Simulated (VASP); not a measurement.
# SiC (Imm2) in VASP: further runs, part 2 of 2

VASP 6.6.1. Earlier steps stand in the parts before.

## (3) Single point, r2SCAN (all C atoms moved +0.225 Å, as atom 2 along Cartesian [0 0 1])

POSCAR reads:

```
SiC
1.0
    0.0000000000      2.1740000000      2.1740000000
    2.1740000000      0.0000000000      2.1740000000
    2.1740000000      2.1740000000      0.0000000000
Si C
1 1
Direct
    0.0000000000      0.0000000000      0.0000000000
    0.8017479301      0.8017479301      0.6982520699
```

INCAR.step1 reads:

```
  PREC = Accurate
  ENCUT = 520
  ISMEAR = 0
  SIGMA = 0.05
  LREAL = False
  LASPH = True
  NELM = 60
  NBANDS = 11
  GGA = PE
  ALGO = Normal
  EDIFF = 1E-4
  LWAVE = True
  LCHARG = False
```

INCAR.step2 reads:

```
  PREC = Accurate
  ENCUT = 520
  EDIFF = 1E-7
  ISMEAR = 0
  SIGMA = 0.05
  LREAL = False
  LASPH = True
  NELM = 60
  ALGO = Normal
  ISIF = 2
  LWAVE = False
  LCHARG = False
  METAGGA = R2SCAN
  LMIXTAU = True
  NBANDS = 11
  ISTART = 1
```

KPOINTS reads:

```
Automatic mesh
0
Gamma
  12 12 12
```

Potentials or basis: VASP PAW PBE potentials, release 64 (Si, C).

Run with:

```sh
$ cat potpaw_PBE.64/Si/POTCAR potpaw_PBE.64/C/POTCAR > POTCAR
$ cp INCAR.step1 INCAR
$ mpirun -np 1 vasp_std > vasp.out
$ cp INCAR.step2 INCAR
$ mpirun -np 1 vasp_std > vasp.out
```

OUTCAR:

```text
PREC = Accurate
   ENCUT = 520
   EDIFF = 1E-7
   ISMEAR = 0
   LREAL = False
   LASPH = True
   NELM = 60
   ISIF = 2
   METAGGA = R2SCAN
   ISTART = 1

 ion  position               nearest neighbor table
   1  0.000  0.000  0.000-   2 1.76   2 1.76   2 2.02   2 2.02
   2  0.802  0.802  0.698-   1 1.76   1 1.76   1 2.02   1 2.02

  LATTYP: Found a face centered cubic cell.
 ALAT       =     4.3480000000

  Lattice vectors:

 A1 = (   0.0000000000,   2.1740000000,   2.1740000000)
 A2 = (   2.1740000000,   0.0000000000,   2.1740000000)
 A3 = (   2.1740000000,   2.1740000000,   0.0000000000)

Analysis of symmetry for initial positions (statically):
=====================================================================
 Subroutine PRICEL returns:
 Original cell was already a primitive cell.

 Routine SETGRP: Setting up the symmetry group for a
 face centered cubic supercell.

 Subroutine GETGRP returns: Found  4 space group operations
 (whereof  4 operations were pure point group operations)
 out of a pool of 48 trial point group operations.

The static configuration has the point symmetry C_2v.

Analysis of symmetry for dynamics (positions and initial velocities):
[... 164 lines left out ...]
 Fermi energy:         9.2677366439

 k-point     1 :       0.0000    0.0000    0.0000
  band No.  band energies     occupation
      1      -8.2119      2.00000
      2       6.8197      2.00000
      3       8.1638      2.00000
      4       8.9605      2.00000
      5      14.7123      0.00000
      6      15.7134      0.00000
      7      15.9495      0.00000
      8      16.5376      0.00000
      9      23.2109      0.00000
     10      23.3171      0.00000
     11      25.1573      0.00000
[... 309 lines left out ...]
 k-point    24 :       0.3333    0.0833    0.0000
  band No.  band energies     occupation
      1      -6.3110      2.00000
      2       2.5796      2.00000
      3       5.7866      2.00000
      4       7.5549      2.00000
      5      14.1713      0.00000
      6      15.5282      0.00000
      7      17.5466      0.00000
      8      18.6082      0.00000
      9      22.0677      0.00000
     10      24.1045      0.00000
     11      24.8493      0.00000

 [... further k-points ...]
[... 5 lines left out ...]
  --------------------------------------------------------------------------------------
  -------------------------------------------------------------------------------------
  Total        1.3232539      1.3232539      0.1125529      1.8659166      0.0000000      0.0000000
  in kB      103.1680311    103.1680311      8.7752301    145.4769506      0.0000000      0.0000000
  external PRESSURE =      71.7037641 kB  Pullay stress =       0.0000000 kB

 VOLUME and BASIS-vectors are now :
 -----------------------------------------------------------------------------
  energy-cutoff  :      520.00
  volume of cell :       20.55
      direct lattice vectors                 reciprocal lattice vectors
     0.000000000  2.174000000  2.174000000    -0.229990800  0.229990800  0.229990800
     2.174000000  0.000000000  2.174000000     0.229990800 -0.229990800  0.229990800
     2.174000000  2.174000000  0.000000000     0.229990800  0.229990800 -0.229990800

 POSITION                                       TOTAL-FORCE (eV/Angst)
 -----------------------------------------------------------------------------------
      0.00000      0.00000      0.00000        -0.000000     -0.000000      4.201282
      3.26100      3.26100      3.48600         0.000000      0.000000     -4.201282
 -----------------------------------------------------------------------------------
    total drift:                               -0.000000     -0.000000      0.000034

  FREE ENERGIE OF THE ION-ELECTRON SYSTEM (eV)
  ---------------------------------------------------
  free  energy   TOTEN  =       -18.8383276944 eV

  energy  without entropy=      -18.8383276944  energy(sigma->0) =      -18.83832769
```

OUTCAR.step1:

```text
PREC = Accurate
   ENCUT = 520
   ISMEAR = 0
   LREAL = False
   LASPH = True
[... 557 lines left out ...]
      0.00000      0.00000      0.00000         0.000000      0.000000      4.109256
      3.26100      3.26100      3.48600         0.000000      0.000000     -4.109256
 -----------------------------------------------------------------------------------
    total drift:                                0.000000      0.000000      0.001900

  FREE ENERGIE OF THE ION-ELECTRON SYSTEM (eV)
  ---------------------------------------------------
  free  energy   TOTEN  =       -14.5763715480 eV

  energy  without entropy=      -14.5763715478  energy(sigma->0) =      -14.57637155
```

It took 2.3 min on 1 thread of Intel Xeon Platinum 8259CL at 2.50GHz (Skylake/Cascade Lake), shared host; peak memory 0.18 GiB.

What came out:

```yaml
Free_energy: -18.8383 eV
Pressure: 7.2 GPa
Largest_force: 4.201 eV/Å
Band_gap_on_the_k_mesh: 0.66 eV, indirect (least direct gap 4.53 eV)
```

Forces in eV/Å, atoms in the order of the input:
```
Si   0.000  0.000  4.201
C    0.000  0.000 -4.201
```

Stress tensor (GPa, compression positive):
```
10.32 14.55  0.00
14.55 10.32  0.00
 0.00  0.00  0.88
```

Caveat: the cell differs from its parent crystal (all C atoms moved +0.225 Å, as atom 2 along Cartesian [0 0 1]); the PAW data sets were made with another functional, which shifts forces and pressure a little.
